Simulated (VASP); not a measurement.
WSe2, 6 atoms in the cell. The structure is hexagonal, space group P6_3/mmc (No. 194). The conventional cell has a = 3.300 Å, b = 3.300 Å, c = 13.149 Å, α = 90.00°, β = 90.00°, γ = 120.00°. Within 3.3 Å of W (site symmetry -6m2) lie 6 Se at 2.53 Å and 6 W at 3.30 Å. Se (site symmetry 3m) has 3 W at 2.53 Å and 6 Se at 3.30 Å within 3.3 Å. 

| Item | Value |
| --- | --- |
| Program | VASP 6.6.1 |
| Task | single point |
| Functional | PBEsol |
| Potentials or basis | VASP PAW PBE potentials, release 64 (W_sv, Se) |
| Cutoff | 520 eV |
| k mesh | 6 × 6 × 2 |
| Occupations | methfessel-paxton, width 0.05 eV |
| Spin | no spin polarisation |
| Dipole correction | no |
| Further INCAR settings | ALGO = Normal; EDIFF = 1e-06; NBANDS = 35 |

Potentials or basis: VASP PAW PBE potentials, release 64 (W_sv, Se).

Run with:

```sh
$ cat potpaw_PBE.64/W_sv/POTCAR potpaw_PBE.64/Se/POTCAR > POTCAR
$ mpirun -np 1 vasp_std > vasp.out
```

Hardware: 1 thread of Intel(R) Xeon(R) 6975P-C (Granite Rapids), on a shared host.

Q: How long does it take, and how much memory?

A: It took 42 s on 1 thread of Intel(R) Xeon(R) 6975P-C (Granite Rapids), on a shared host, peak memory 0.27 GiB. Counts: scf iterations 14, k points 14.
